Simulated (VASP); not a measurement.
# Ag: vibrations by perturbation theory with PBEsol

The system is Ag.

```
Ag
1.0
    -1.65565    1.65565    1.65565
     1.65565   -1.65565    1.65565
     3.31131    3.31131    0.00000
Ag
2
Direct
  0.00000 0.00000 0.00000
  0.50000 0.50000 0.50000
```

This isn't the form of Ag at room conditions, which is fcc.

```
Program                : VASP 6.6.1
Task                   : vibrations by perturbation theory
Functional             : PBEsol
Potentials or basis    : VASP PAW PBE potentials, release 64 (Ag)
Cutoff                 : 520 eV
k mesh                 : 18 × 18 × 10
Occupations            : gaussian, width 0.15 eV
Spin                   : no spin polarisation
Dipole correction      : no
Further INCAR settings : ALGO = Normal; EDIFF = 1e-08; NBANDS = 18; IBRION = 8; NSW = 1
```

* Highest phonon frequency at Γ: 141 cm⁻¹
* Most unstable mode: 28i cm⁻¹

Phonon frequencies in cm⁻¹ (negative: imaginary):
```csv
q point,frequencies
"(0.000, 0.000, 0.000)",-28 0 0 0 96 141
```

Wall time 31 min on 1 thread of Oxide Virtual Turin-like Processor, on a shared host, peak memory 1 GiB.

Caveat: the cell stands under pressure or tension, which shifts response properties; some modes are imaginary.
